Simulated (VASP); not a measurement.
# Al2Au (P1) in VASP: notebook, part 3 of 3

VASP 6.6.1. The steps go on from the part before.

## 5. Single point, PBEsol

INCAR reads:

```
PREC = Accurate ; ENCUT = 500
EDIFF = 1E-6 ; ISMEAR = -1
SIGMA = 0.05 ; LREAL = False
LASPH = True ; NELM = 120
ALGO = Normal ; ISIF = 2
LWAVE = False ; LCHARG = False
GGA = PS ; NBANDS = 16
GGA_COMPAT = False
```

KPOINTS reads:

```
Automatic mesh
0
Gamma
  3 3 3
```

POSCAR reads:

```
Al2Au
1.0
    0.0000000000      3.0000000000      3.0000000000
    3.0000000000      0.0000000000      3.0000000000
    3.0000000000      3.0000000000      0.0000000000
Al Au
2 1
Direct
    0.2428557442      0.2519203065      0.2463530688
    0.7929324728      0.7376956470      0.7282040240
    0.0167751471     -0.0051331504     -0.0126496569
```

Potentials or basis: VASP PAW PBE potentials, release 64 (Al, Au).

The run is started by

```bash
> cat potpaw_PBE.64/Al/POTCAR potpaw_PBE.64/Au/POTCAR > POTCAR
> mpirun -np 1 vasp_std > vasp.out
```

OUTCAR:

```text
PREC = Accurate
   ENCUT = 500
   EDIFF = 1E-6
   ISMEAR = -1
   LREAL = False
   LASPH = True
   NELM = 120
   ISIF = 2
   GGA = PS

 ion  position               nearest neighbor table
   1  0.243  0.252  0.246-   3 2.57   3 2.57   3 2.57   3 2.68   2 2.90   2 2.91   2 2.91   2 3.10
                             2 3.10   2 3.11
   2  0.793  0.738  0.728-   3 2.57   3 2.57   3 2.57   3 2.69   1 2.90   1 2.91   1 2.91   1 3.10
                             1 3.10   1 3.11
   3  0.017  0.995  0.987-   2 2.57   2 2.57   1 2.57   1 2.57   2 2.57   1 2.57   1 2.68   2 2.69

  LATTYP: Found a face centered cubic cell.
 ALAT       =     6.0000000000

  Lattice vectors:

 A1 = (   0.0000000000,   3.0000000000,   3.0000000000)
 A2 = (   3.0000000000,   0.0000000000,   3.0000000000)
 A3 = (   3.0000000000,   3.0000000000,   0.0000000000)

Analysis of symmetry for initial positions (statically):
=====================================================================
 Subroutine PRICEL returns:
 Original cell was already a primitive cell.

 Routine SETGRP: Setting up the symmetry group for a
 face centered cubic supercell.

 Subroutine GETGRP returns: Found  1 space group operations
[... 158 lines left out ...]
 cond. band min:       8.6079044459   @ k =   0.3333   0.0000   0.0000
 fundamental gap:      0.3244856991
 Fermi energy:         8.3961976777

 k-point     1 :       0.0000    0.0000    0.0000
  band No.  band energies     occupation
      1      -2.8708      2.00000
      2       0.9877      2.00000
      3       0.9925      2.00000
      4       1.1043      2.00000
      5       1.9766      2.00000
      6       1.9788      2.00000
[... 243 lines left out ...]
      3       1.3441      2.00000
      4       1.5929      2.00000
      5       1.9563      2.00000
      6       1.9934      2.00000
[... 8 lines left out ...]
     15      15.8344      0.00000
     16      17.2827      0.00000

------------------------ aborting loop because EDIFF is reached ----------------------------------------

  FORCE on cell =-STRESS in cart. coord.  units (eV):
  Direction    XX          YY          ZZ          XY          YZ          ZX
  --------------------------------------------------------------------------------------
  -------------------------------------------------------------------------------------
  Total       -0.4850736     -0.4941792     -0.4136598      0.6139262     -0.5152067      0.5027863
  in kB      -14.3921108    -14.6622736    -12.2732670     18.2151614    -15.2861564     14.9176447
  external PRESSURE =     -13.7758838 kB  Pullay stress =       0.0000000 kB

 VOLUME and BASIS-vectors are now :
 -----------------------------------------------------------------------------
  energy-cutoff  :      500.00
  volume of cell :       54.00
      direct lattice vectors                 reciprocal lattice vectors
     0.000000000  3.000000000  3.000000000    -0.166666667  0.166666667  0.166666667
     3.000000000  0.000000000  3.000000000     0.166666667 -0.166666667  0.166666667
     3.000000000  3.000000000  0.000000000     0.166666667  0.166666667 -0.166666667

 POSITION                                       TOTAL-FORCE (eV/Angst)
 -----------------------------------------------------------------------------------
      1.49482      1.46763      1.48433        -0.002614     -0.016431      0.020108
      4.39770      4.56341      4.59188        -0.003154     -0.007502     -0.044544
      5.94665      3.01238      3.03493         0.005769      0.023933      0.024436
 -----------------------------------------------------------------------------------
    total drift:                               -0.000004     -0.000022      0.000023

  FREE ENERGIE OF THE ION-ELECTRON SYSTEM (eV)
  ---------------------------------------------------
  free  energy   TOTEN  =       -13.2574201943 eV

  energy  without entropy=      -13.2494224509  energy(sigma->0) =      -13.25342132
```

It took 5.4 s on 1 thread of Intel Xeon 6975P-C (Granite Rapids), shared host; peak memory 0.17 GiB.

Results:

- Free energy: -13.2574 eV
- Pressure: -1.4 GPa
- Largest force: 0.045 eV/Å

Forces on the atoms (eV/Å):
```
Al  -0.003 -0.016  0.020
Al  -0.003 -0.008 -0.045
Au   0.006  0.024  0.024
```

Stress tensor (GPa, compression positive):
```
-1.44  1.82  1.49
 1.82 -1.47 -1.53
 1.49 -1.53 -1.23
```

Caveat: the k points lie up to 0.60 Å⁻¹ apart; the PAW data sets were made with another functional, which shifts forces and pressure a little; spin-orbit coupling is left out, which moves the levels of the heavy elements.

## 6. Single point, PBEsol

INCAR reads:

```
  ALGO = Normal
  EDIFF = 1E-6
  ENCUT = 500
  GGA = PS
  GGA_COMPAT = False
  ISIF = 2
  ISMEAR = -1
  LASPH = True
  LCHARG = False
  LREAL = False
  LWAVE = False
  NBANDS = 16
  NELM = 120
  PREC = Accurate
  SIGMA = 0.05
```

KPOINTS reads:

```
k-points
0
Gamma
  3 3 3
```

POSCAR reads:

```
Al2Au
1.0
    0.0000000000      3.0000000000      3.0000000000
    3.0000000000      0.0000000000      3.0000000000
    3.0000000000      3.0000000000      0.0000000000
Al Au
2 1
Direct
    0.2428631634      0.2522596140      0.2461834790
    0.7925443061      0.7376535638      0.7284215323
    0.0171574188     -0.0054308037     -0.0126971552
```

Potentials or basis: VASP PAW PBE potentials, release 64 (Al, Au).

The run is started by

```bash
> cat potpaw_PBE.64/Al/POTCAR potpaw_PBE.64/Au/POTCAR > POTCAR
> mpirun -np 1 vasp_std > vasp.out
```

It took 5.5 s on 1 thread of Intel Xeon 6975P-C (Granite Rapids), shared host; peak memory 0.17 GiB.

It converged, with:

```yaml
Free_energy: -13.2575 eV
Pressure: -1.4 GPa
Largest_force: 0.038 eV/Å
```

Forces in eV/Å, atoms in the order of the input:
```
Al  -0.008 -0.012  0.012
Al  -0.009 -0.001 -0.037
Au   0.017  0.013  0.025
```

Stress tensor (GPa, compression positive):
```
-1.43  1.77  1.51
 1.77 -1.46 -1.54
 1.51 -1.54 -1.27
```

Levels at points of the mesh, in eV from the Fermi level:
```csv
k point,band 5,band 6,band 7,band 8,band 9,band 10,band 11,band 12,band 13,band 14
"(0.00, 0.00, 0.00)",-6.42,-6.42,1.57,2.09,2.11,2.39,3.18,3.21,3.22,4.89
```

Caveat: the k points lie up to 0.60 Å⁻¹ apart; the PAW data sets were made with another functional, which shifts forces and pressure a little; spin-orbit coupling is left out, which moves the levels of the heavy elements.

## 7. Single point, PBEsol

INCAR reads:

```
PREC = Accurate ; ENCUT = 500
EDIFF = 1E-6 ; ISMEAR = -1
SIGMA = 0.05 ; LREAL = F
LASPH = T ; NELM = 120
ALGO = Normal ; ISIF = 2
LWAVE = F ; LCHARG = F
GGA = PS ; NBANDS = 16
GGA_COMPAT = F
```

KPOINTS reads:

```
Automatic mesh
0
Gamma
  3 3 3
```

POSCAR reads:

```
Al2Au
1.0
    0.0000000000      3.0000000000      3.0000000000
    3.0000000000      0.0000000000      3.0000000000
    3.0000000000      3.0000000000      0.0000000000
Al Au
2 1
Direct
    0.2430887791      0.2527147941      0.2457352593
    0.7918615150      0.7373642759      0.7288668638
    0.0176172812     -0.0055962356     -0.0126934035
```

Potentials or basis: VASP PAW PBE potentials, release 64 (Al, Au).

The run is started by

```bash
> cat potpaw_PBE.64/Al/POTCAR potpaw_PBE.64/Au/POTCAR > POTCAR
> mpirun -np 1 vasp_std > vasp.out
```

OUTCAR:

```text
PREC = Accurate
   ENCUT = 500
   EDIFF = 1E-6
   ISMEAR = -1
   LREAL = F
   LASPH = T
   NELM = 120
   ISIF = 2
   GGA = PS

 ion  position               nearest neighbor table
   1  0.243  0.253  0.246-   3 2.57   3 2.57   3 2.57   3 2.68   2 2.90   2 2.91   2 2.91   2 3.10
                             2 3.10   2 3.10
   2  0.792  0.737  0.729-   3 2.57   3 2.57   3 2.57   3 2.68   1 2.90   1 2.91   1 2.91   1 3.10
                             1 3.10   1 3.10
   3  0.018  0.994  0.987-   2 2.57   2 2.57   1 2.57   1 2.57   1 2.57   2 2.57   2 2.68   1 2.68

  LATTYP: Found a face centered cubic cell.
[... 448 lines left out ...]
  Direction    XX          YY          ZZ          XY          YZ          ZX
  --------------------------------------------------------------------------------------
  -------------------------------------------------------------------------------------
  Total       -0.4791629     -0.4855175     -0.4544332      0.5622651     -0.5277967      0.5188415
  in kB      -14.2167405    -14.4052798    -13.4830091     16.6823763    -15.6597013     15.3940008
  external PRESSURE =     -14.0350098 kB  Pullay stress =       0.0000000 kB

 VOLUME and BASIS-vectors are now :
 -----------------------------------------------------------------------------
  energy-cutoff  :      500.00
  volume of cell :       54.00
      direct lattice vectors                 reciprocal lattice vectors
     0.000000000  3.000000000  3.000000000    -0.166666667  0.166666667  0.166666667
     3.000000000  0.000000000  3.000000000     0.166666667 -0.166666667  0.166666667
     3.000000000  3.000000000  0.000000000     0.166666667  0.166666667 -0.166666667

 POSITION                                       TOTAL-FORCE (eV/Angst)
 -----------------------------------------------------------------------------------
      1.49535      1.46647      1.48741        -0.006048     -0.004544     -0.000973
      4.39869      4.56219      4.58768        -0.012818      0.007958     -0.015966
      5.94513      3.01477      3.03606         0.018866     -0.003414      0.016939
 -----------------------------------------------------------------------------------
    total drift:                               -0.000003     -0.000038      0.000012

  FREE ENERGIE OF THE ION-ELECTRON SYSTEM (eV)
  ---------------------------------------------------
  free  energy   TOTEN  =       -13.2576064441 eV

  energy  without entropy=      -13.2493167810  energy(sigma->0) =      -13.25346161
```

OSZICAR:

```text
N       E                     dE             d eps       ncg     rms          rms(c)
DAV:   1     0.537260084996E+02    0.53726E+02   -0.67701E+03   448   0.855E+02
DAV:   2    -0.133740840105E+02   -0.67100E+02   -0.61014E+02   608   0.167E+02
DAV:   3    -0.147826909478E+02   -0.14086E+01   -0.14039E+01   528   0.236E+01
DAV:   4    -0.147938261385E+02   -0.11135E-01   -0.11135E-01   536   0.243E+00
DAV:   5    -0.147940255006E+02   -0.19936E-03   -0.19936E-03   576   0.334E-01    0.941E+00
DAV:   6    -0.133992334120E+02    0.13948E+01   -0.47313E+00   512   0.228E+01    0.323E+00
DAV:   7    -0.132982738132E+02    0.10096E+00   -0.24062E-01   456   0.489E+00    0.148E+00
DAV:   8    -0.132588392672E+02    0.39435E-01   -0.28975E-02   560   0.107E+00    0.380E-01
DAV:   9    -0.132575300955E+02    0.13092E-02   -0.28761E-03   480   0.498E-01    0.201E-01
DAV:  10    -0.132576069663E+02   -0.76871E-04   -0.25483E-04   504   0.104E-01    0.259E-02
DAV:  11    -0.132576048260E+02    0.21403E-05   -0.13404E-05   480   0.247E-02    0.125E-02
DAV:  12    -0.132576064511E+02   -0.16251E-05   -0.33240E-06   496   0.112E-02    0.337E-03
DAV:  13    -0.132576064441E+02    0.70627E-08   -0.13355E-07   272   0.255E-03
   1 F= -.13257606E+02 E0= -.13253462E+02  d E =-.828966E-02
```

stdout:

```text
POSCAR found type information on POSCAR AlAu
 POSCAR found :  2 types and       3 ions
 scaLAPACK will be used
 -----------------------------------------------------------------------------
|                                                                             |
|                                                                             |
|     You enforced a specific xc type in the INCAR file but a different       |
|     I HOPE YOU KNOW WHAT YOU ARE DOING!                                     |
|                                                                             |
 -----------------------------------------------------------------------------

 LDA part: xc-table for (Slater+PW92), standard interpolation
 POSCAR, INCAR and KPOINTS ok, starting setup
 FFT: planning ... GRIDC
 FFT: planning ... GRID_SOFT
 FFT: planning ... GRID
 WAVECAR not read
 entering main loop
```

It took 5.1 s on 1 thread of Intel Xeon 6975P-C (Granite Rapids), shared host; peak memory 0.17 GiB.

What came out:

- Free energy: -13.2576 eV
- Pressure: -1.4 GPa
- Largest force: 0.026 eV/Å

Forces in eV/Å, atoms in the order of the input:
```
Al  -0.006 -0.005 -0.001
Al  -0.013  0.008 -0.016
Au   0.019 -0.003  0.017
```

Stress tensor (GPa, compression positive):
```
-1.42  1.67  1.54
 1.67 -1.44 -1.57
 1.54 -1.57 -1.35
```

Caveat: the k points lie up to 0.60 Å⁻¹ apart; the PAW data sets were made with another functional, which shifts forces and pressure a little; spin-orbit coupling is left out, which moves the levels of the heavy elements.
